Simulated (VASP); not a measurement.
The system is Ca.

```
Ca
1.0
     0.00000    2.79420    2.79420
     2.79420    0.00000    2.79420
     2.79420    2.79420    0.00000
Ca
1
Cartesian
  0.0000 0.0000 0.0000
```

```yaml
Program: VASP 6.6.1
Task: relaxation of volume and atoms at fixed shape
Functional: LDA
Potentials_or_basis: VASP PAW LDA potentials, release 64 (Ca_sv)
Cutoff: 600 eV
k_mesh: 7 × 7 × 7
Occupations: methfessel-paxton, width 0.05 eV
Spin: no spin polarisation
```

At the start: pressure -2.0 GPa; volume 43.63 Å³/atom.

Where does the relaxation end?

Over 4 steps the energy falls by 34.4 meV/atom and the volume is 38.37 Å³/atom (-12.1 %); space group Fm-3m (No. 225, to 0.05 Å).

Step by step:
```csv
step,energy change (eV),largest force (eV/Å),pressure (GPa),volume (Å³)
1,0.0000,0.0000,-2.00,43.63
2,-0.0296,0.0000,-0.79,40.29
3,-0.0342,0.0000,-0.13,38.66
4,-0.0344,0.0000,-0.01,38.37
```

Final structure:
```
CELL_PARAMETERS angstrom
0.00000 2.67698 2.67698
2.67698 0.00000 2.67698
2.67698 2.67698 0.00000
ATOMIC_POSITIONS crystal
Ca 0.00000 0.00000 0.00000
```

Caveat: the volume moved by -12 % from the deposited cell, more than functionals usually miss.
